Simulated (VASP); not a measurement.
# C in VASP: further runs

The runs below take C through single point, with PBE+D3(BJ).

Program: VASP 6.6.1. These are calculated values, not measurements. Logs are shortened: lines on timing, memory, paths and dates and some standing lists are left out, and cuts for length are marked.

## 1. The cell of the first run

The cell holds a slab with vacuum, 4 atoms: a = 2.466 Å, b = 2.466 Å, c = 17.500 Å, α = 90.00°, β = 90.00°, γ = 120.00°.

## 2. Single point, PBE+D3(BJ)

The input, INCAR:

```
PREC = Accurate
ENCUT = 520
EDIFF = 1E-6
ISMEAR = 0
SIGMA = 0.1
LREAL = F
LASPH = T
NELM = 100
ALGO = Normal
ISIF = 2
LWAVE = F
LCHARG = T
LDIPOL = T
IDIPOL = 3
DIPOL = 0.5 0.5 0.343
GGA = PE
IVDW = 12
LELF = T
LVHAR = T
LVACPOTAV = T
NBANDS = 16
```

The input, KPOINTS:

```
regular mesh
0
Gamma
  15 15 1
```

The input, POSCAR:

```
C
1.0
    2.4656524409      0.0000000000      0.0000000000
   -1.2328262205      2.1353176508      0.0000000000
    0.0000000000      0.0000000000     17.5000663883
C
4
Direct
    0.6666666667      0.3333333333      0.2571437784
    0.3333333333      0.6666666667      0.2571418816
    0.6666666667      0.3333333333      0.4291450227
    1.0000000000      0.0000000000      0.4291431259
```

Potentials or basis: VASP PAW PBE potentials, release 64 (C).

Command:

```bash
> cat potpaw_PBE.64/C/POTCAR > POTCAR
> mpirun -np 1 vasp_std > vasp.out
```

OUTCAR:

```text
PREC = Accurate
   ENCUT = 520
   EDIFF = 1E-6
   ISMEAR = 0
   LREAL = F
   LASPH = T
   NELM = 100
   ISIF = 2
   GGA = PE
   IVDW = 12
 IVDW          = 12

 ion  position               nearest neighbor table
   1  0.667  0.333  0.257-   2 1.42   2 1.42   2 1.42
   2  0.333  0.667  0.257-   1 1.42   1 1.42   1 1.42
   3  0.667  0.333  0.429-   4 1.42   4 1.42   4 1.42
   4  0.000  0.000  0.429-   3 1.42   3 1.42   3 1.42

  LATTYP: Found a hexagonal cell.
 ALAT       =     2.4656524409
 C/A-ratio  =     7.0975398227

  Lattice vectors:

 A1 = (   2.4656524409,   0.0000000000,   0.0000000000)
 A2 = (  -1.2328262205,   2.1353176508,   0.0000000000)
 A3 = (   0.0000000000,   0.0000000000,  17.5000663883)

Analysis of symmetry for initial positions (statically):
=====================================================================
 Subroutine PRICEL returns:
 Original cell was already a primitive cell.

 Routine SETGRP: Setting up the symmetry group for a
 hexagonal supercell.

 Subroutine GETGRP returns: Found 12 space group operations
 (whereof  6 operations were pure point group operations)
 out of a pool of 24 trial point group operations.

The static configuration has the point symmetry C_3v.
 The point group associated with its full space group is D_3d.

Analysis of symmetry for dynamics (positions and initial velocities):
=====================================================================
 Subroutine PRICEL returns:
 Original cell was already a primitive cell.

 Routine SETGRP: Setting up the symmetry group for a
 hexagonal supercell.

 Subroutine GETGRP returns: Found 12 space group operations
 (whereof  6 operations were pure point group operations)
 out of a pool of 24 trial point group operations.

The dynamic configuration has the point symmetry C_3v.
 The point group associated with its full space group is D_3d.

 Subroutine INISYM returns: Found 12 space group operations
 (whereof  6 operations are pure point group operations),
 and found     1 'primitive' translations

----------------------------------------------------------------------------------------

                                     Primitive cell

  volume of cell :      92.1370

  direct lattice vectors                    reciprocal lattice vectors
     2.465652441  0.000000000  0.000000000     0.405572166  0.234157199  0.000000000
    -1.232826221  2.135317651  0.000000000     0.000000000  0.468314398  0.000000000
     0.000000000  0.000000000 17.500066388     0.000000000  0.000000000  0.057142640

  length of vectors
     2.465652441  2.465652441 17.500066388     0.468314398  0.468314398  0.057142640

  position of ions in fractional coordinates (direct lattice)
     0.666666667  0.333333333  0.257143778
     0.333333333  0.666666667  0.257141882
     0.666666667  0.333333333  0.429145023
     0.000000000  0.000000000  0.429143126

  ion indices of the primitive-cell ions
   primitive index   ion index
                 1           1
                 2           2
                 3           3
                 4           4

----------------------------------------------------------------------------------------

 KPOINTS: regular mesh

Automatic generation of k-mesh.
 Grid dimensions read from file:
 generate k-points for:   15   15    1

 Generating k-lattice:

  Cartesian coordinates                     Fractional coordinates (reciprocal lattice)
     0.027038144  0.015610480  0.000000000     0.066666667  0.000000000  0.000000000
     0.000000000  0.031220960  0.000000000     0.000000000  0.066666667  0.000000000
     0.000000000  0.000000000  0.057142640     0.000000000  0.000000000  1.000000000

  Length of vectors
     0.031220960  0.031220960  0.057142640

  Shift w.r.t. Gamma in fractional coordinates (k-lattice)
     0.000000000  0.000000000  0.000000000

 Subroutine IBZKPT returns following result:
 ===========================================

 Found     27 irreducible k-points:

 Following reciprocal coordinates:
            Coordinates               Weight
  0.000000  0.000000  0.000000      1.000000
  0.066667  0.000000  0.000000      6.000000
  0.133333 -0.000000  0.000000      6.000000
  0.200000  0.000000  0.000000      6.000000
  0.266667 -0.000000  0.000000      6.000000
  0.333333  0.000000  0.000000      6.000000
[... 16 lines left out ...]
  0.333333  0.200000  0.000000     12.000000
  0.400000  0.200000  0.000000      6.000000
 [... further k-points ...]
   k-points           NKPTS =     27   k-points in BZ     NKDIM =     27   number of bands    NBANDS=     16
   number of dos      NEDOS =    301   number of ions     NIONS =      4
   total plane-waves  NPLWV =  45360
   dimension x,y,z NGX =    18 NGY =   18 NGZ =  140
   dimension x,y,z NGXF=    36 NGYF=   36 NGZF=  280
   ions per type =               4
   NGX,Y,Z   is equivalent  to a cutoff of  12.14, 12.14, 13.30 a.u.
   NGXF,Y,Z  is equivalent  to a cutoff of  24.27, 24.27, 26.60 a.u.
 SYSTEM =  unknown system
   PREC   = accura    normal or accurate (medium, high low for compatibility)
   ISTART =      0    job   : 0-new  1-cont  2-samecut
   ICHARG =      2    charge: 1-file 2-atom 10-const
   ISPIN  =      1    spin polarized calculation?
   LNONCOLLINEAR =      F non collinear calculations
   LSORBIT =      F    spin-orbit coupling
   LASPH  =      T    aspherical Exc in radial PAW
   ENCUT  =  520.0 eV  38.22 Ry    6.18 a.u.   4.58  4.58 32.54*2*pi/ulx,y,z
   NELM   =    100;   NELMIN=  2; NELMDL= -5     # of ELM steps
   EDIFF  = 0.1E-05   stopping-criterion for ELM
   LREAL  =      F    real-space projection
   EDIFFG = 0.1E-04   stopping-criterion for IOM
   NSW    =      0    number of steps for IOM
   IBRION =     -1    ionic relax: 0-MD 1-quasi-New 2-CG
   NFREE  =      0    steps in history (QN), initial steepest desc. (CG)
   ISIF   =      2    stress and relaxation
   ISYM   =      2    0-nonsym 1-usesym 2-fastsym
   POTIM  = 0.5000    time-step for ionic-motion
   TEBEG  =    0.0;   TEEND  =   0.0 temperature during run
   PSTRESS=    0.0 pullay stress
   NELECT =      16.0000    total number of electrons
   NUPDOWN=      -1.0000    fix difference up-down
   EMIN   =  10.00;   EMAX   =-10.00  energy-range for DOS
   EFERMI =   0.00;   METHOD = LEGACY
   ISMEAR =     0;   SIGMA  =   0.10  broadening in eV -4-tet -1-fermi 0-gaus
   EFERMI_NEDOS =   21; number of points for ismear=-14 and -15
   IALGO  =     38    algorithm
   IMIX   =      4    mixing-type and parameters
     AMIX     =   0.40;   BMIX     =  1.00
     AMIX_MAG =   1.60;   BMIX_MAG =  1.00
  volume/ion in A,a.u.               =      23.03       155.44
  Fermi-wavevector in a.u.,A,eV,Ry     =   0.913349  1.725980 11.350070  0.834207
  Thomas-Fermi vector in A             =   2.037850
   LORBIT       =      0    0 simple, 1 ext, 2 COOP (PROOUT), +10 PAW based schemes
   GGA     = PE    functional components
   LHFCALC =     F    Hartree Fock is set to
   AEXX    =    0.0000 exact exchange contribution
   IVDW    =    12    specifies the selected vdW correction
   LEPSILON=     F    determine dielectric tensor
   LRPA    =     F    only Hartree local field effects (RPA)
 non-spin polarized calculation
 Gauss-broadening in eV      SIGMA  =   0.10
  energy-cutoff  :      520.00
  volume of cell :       92.14
 maximum number of plane-waves:      2516
   NGX =  9   NGY =  9   NGZ = 65

 dipolmoment           0.000000      0.000000      0.000004 electrons x Angstroem

 number of electron      15.9999997 magnetization

 dipolmoment           0.000000      0.000000     -0.000258 electrons x Angstroem

 Free energy of the ion-electron system (eV)
  ---------------------------------------------------
  ext. energy  EPLUGINS =         0.00000000
  ---------------------------------------------------
  free energy    TOTEN  =       -36.79826974 eV

  energy without entropy =      -36.79726722  energy(sigma->0) =      -36.79776848

 E-fermi :  -0.8904     XC(G=0):  -4.3600

 val. band max:       -0.8926061070   @ k =   0.3333   0.3333   0.0000
 cond. band min:      -0.8882256500   @ k =   0.3333   0.3333   0.0000
 fundamental gap:      0.0043804570
 Fermi energy:        -0.8904158785

 k-point     1 :       0.0000    0.0000    0.0000
  band No.  band energies     occupation
      1     -20.5494      2.00000
      2     -20.2163      2.00000
      3      -9.2404      2.00000
      4      -7.6301      2.00000
      5      -3.9015      2.00000
      6      -3.9015      2.00000
[... 8 lines left out ...]
     15       7.4290      0.00000
     16       7.4930      0.00000

 k-point     2 :       0.0667    0.0000    0.0000
  band No.  band energies     occupation
      1     -20.4433      2.00000
      2     -20.1121      2.00000
      3      -9.1127      2.00000
      4      -7.5082      2.00000
      5      -4.3329      2.00000
      6      -4.2926      2.00000
[... 8 lines left out ...]
     15       7.5560      0.00000
     16       7.8798      0.00000

 k-point     3 :       0.1333   -0.0000    0.0000
  band No.  band energies     occupation
      1     -20.1258      2.00000
      2     -19.8002      2.00000
      3      -8.7315      2.00000
      4      -7.1451      2.00000
      5      -5.4753      2.00000
      6      -5.4074      2.00000
[... 8 lines left out ...]
     15       7.6218      0.00000
     16       9.0172      0.00000

 k-point     4 :       0.2000    0.0000    0.0000
  band No.  band energies     occupation
      1     -19.5992      2.00000
      2     -19.2828      2.00000
      3      -8.1027      2.00000
      4      -7.0391      2.00000
      5      -6.9400      2.00000
      6      -6.5482      2.00000
[... 8 lines left out ...]
     15       7.4857      0.00000
     16       7.7884      0.00000

 k-point     5 :       0.2667   -0.0000    0.0000
  band No.  band energies     occupation
      1     -18.8676      2.00000
      2     -18.5642      2.00000
      3      -8.7876      2.00000
      4      -8.6558      2.00000
      5      -7.2381      2.00000
      6      -6.0960      2.00000
[... 8 lines left out ...]
     15       7.2559      0.00000
     16       7.9217      0.00000

 k-point     6 :       0.3333    0.0000    0.0000
  band No.  band energies     occupation
      1     -17.9388      2.00000
      2     -17.6520      2.00000
      3     -10.5671      2.00000
      4     -10.4053      2.00000
      5      -6.6679      2.00000
      6      -6.5966      2.00000
[... 8 lines left out ...]
     15       7.6160      0.00000
     16       9.1811      0.00000
[... 267 lines left out ...]
 k-point    21 :       0.2000    0.2000    0.0000
  band No.  band energies     occupation
      1     -17.7362      2.00000
      2     -17.4531      2.00000
      3      -9.8359      2.00000
      4      -9.7564      2.00000
      5      -8.3440      2.00000
      6      -8.2852      2.00000
[... 8 lines left out ...]
     15       9.7081      0.00000
     16       9.8807      0.00000

 k-point    22 :       0.2667    0.2000    0.0000
  band No.  band energies     occupation
      1     -16.7309      2.00000
      2     -16.4667      2.00000
      3     -11.1417      2.00000
      4     -11.0139      2.00000
      5      -9.1820      2.00000
      6      -9.0871      2.00000
[... 8 lines left out ...]
     15      10.2787      0.00000
     16      10.6949      0.00000

 k-point    23 :       0.3333    0.2000    0.0000
  band No.  band energies     occupation
      1     -15.5734      2.00000
      2     -15.3365      2.00000
      3     -12.5854      2.00000
      4     -12.4164      2.00000
      5      -9.6222      2.00000
      6      -9.5017      2.00000
[... 8 lines left out ...]
     15      10.9491      0.00000
     16      11.1703      0.00000

 k-point    24 :       0.4000    0.2000    0.0000
  band No.  band energies     occupation
      1     -14.5984      2.00000
      2     -14.4735      2.00000
      3     -13.5673      2.00000
      4     -13.4906      2.00000
      5      -9.7583      2.00000
      6      -9.6315      2.00000
[... 8 lines left out ...]
     15      11.2015      0.00000
     16      11.3232      0.00000

 [... further k-points ...]

------------------------ aborting loop because EDIFF is reached ----------------------------------------

 Edisp (eV)   -0.51518

 E8    (eV) :    -0.1559

  FORCE on cell =-STRESS in cart. coord.  units (eV):
  Direction    XX          YY          ZZ          XY          YZ          ZX
  --------------------------------------------------------------------------------------
  -------------------------------------------------------------------------------------
  Total       0.06754     0.06754     0.75121    -0.00000     0.00000     0.00000
  in kB       1.17439     1.17439    13.06278    -0.00000     0.00000     0.00000
  external pressure =        5.14 kB  Pullay stress =        0.00 kB

 VOLUME and BASIS-vectors are now :
 -----------------------------------------------------------------------------
  energy-cutoff  :      520.00
  volume of cell :       92.14
      direct lattice vectors                 reciprocal lattice vectors
     2.465652441  0.000000000  0.000000000     0.405572166  0.234157199  0.000000000
    -1.232826221  2.135317651  0.000000000     0.000000000  0.468314398  0.000000000
     0.000000000  0.000000000 17.500066388     0.000000000  0.000000000  0.057142640

 POSITION                                       TOTAL-FORCE (eV/Angst)
 -----------------------------------------------------------------------------------
      1.23283      0.71177      4.50003        -0.000000     -0.000000     -0.101702
     -0.00000      1.42355      4.50000        -0.000000      0.000000     -0.156051
      1.23283      0.71177      7.51007         0.000000      0.000000      0.101702
      0.00000      0.00000      7.51003         0.000000     -0.000000      0.156051
 -----------------------------------------------------------------------------------
    total drift:                                0.000000      0.000000     -0.059197

  FREE ENERGIE OF THE ION-ELECTRON SYSTEM (eV)
  ---------------------------------------------------
  free  energy   TOTEN  =       -37.3134535946 eV

  energy  without entropy=      -37.3124510720  energy(sigma->0) =      -37.31295233

 vacuum level on the upper side and lower side of the slab         3.447         3.456
```

Run time: 80 s. Hardware: 1 thread of Intel Xeon Platinum 8488C (Sapphire Rapids), shared host; peak memory 0.2 GiB.

What came out:

- Free energy: -37.3135 eV
- Largest force: 0.156 eV/Å
- Dispersion energy per atom: -0.129 eV

Forces in eV/Å, atoms in the order of the input:
```
C    0.000  0.000 -0.102
C    0.000  0.000 -0.156
C    0.000  0.000  0.102
C    0.000  0.000  0.156
```

(Continued in part 2 of 2.)
